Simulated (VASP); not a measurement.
A run of VASP 6.6.1 is set up as follows.

INCAR

```
PREC = Accurate ; ENCUT = 600
EDIFF = 1E-6 ; ISMEAR = 0
SIGMA = 0.05 ; LREAL = False
LASPH = True ; NELM = 200
ALGO = Normal ; ISIF = 2
LWAVE = False ; LCHARG = False
ISPIN = 2 ; MAGMOM = 0.5 0
LORBIT = 11 ; LMAXMIX = 4
LDAU = True ; LDAUTYPE = 2
LDAUL = 2 -1 ; LDAUU = 3.9 0
LDAUJ = 0 0 ; LDAUPRINT = 1
GGA = PE ; NBANDS = 22
GGA_COMPAT = False
```

The input KPOINTS:

```
regular mesh
0
Gamma
  12 12 12
```

POSCAR

```
MnO
1.0
    0.0000000000      2.2220003343      2.2220003343
    2.2220003343      0.0000000000      2.2220003343
    2.2220003343      2.2220003343      0.0000000000
Mn O
1 1
Direct
    0.0000000000      0.0000000000      0.0000000000
    0.5000000000      0.5000000000      0.5000000000
```

Potentials or basis: VASP PAW PBE potentials, release 64 (Mn_sv, O).

The run is started by

```console
$ cat potpaw_PBE.64/Mn_sv/POTCAR potpaw_PBE.64/O/POTCAR > POTCAR
$ mpirun -np 1 vasp_std > vasp.out
```

Predict the net moment.

5.00 μB per cell.

Estimate the band gap on the k mesh.

0.16 eV, indirect (least direct gap 2.73 eV).

Estimate the site moments.

Mn +4.49; O +0.17 μB.

Eigenvalues of the final occupation matrices:
```tsv
site	spin	trace	eigenvalues
site 1 d	1	4.62	0.91 0.91 0.91 0.94 0.94
site 1 d	2	0.15	0.01 0.01 0.01 0.05 0.05
```

Caveat: a cell with one magnetic atom can't hold antiferromagnetic order, which such compounds often take. The state reached can hang on the start; a lower one may exist.
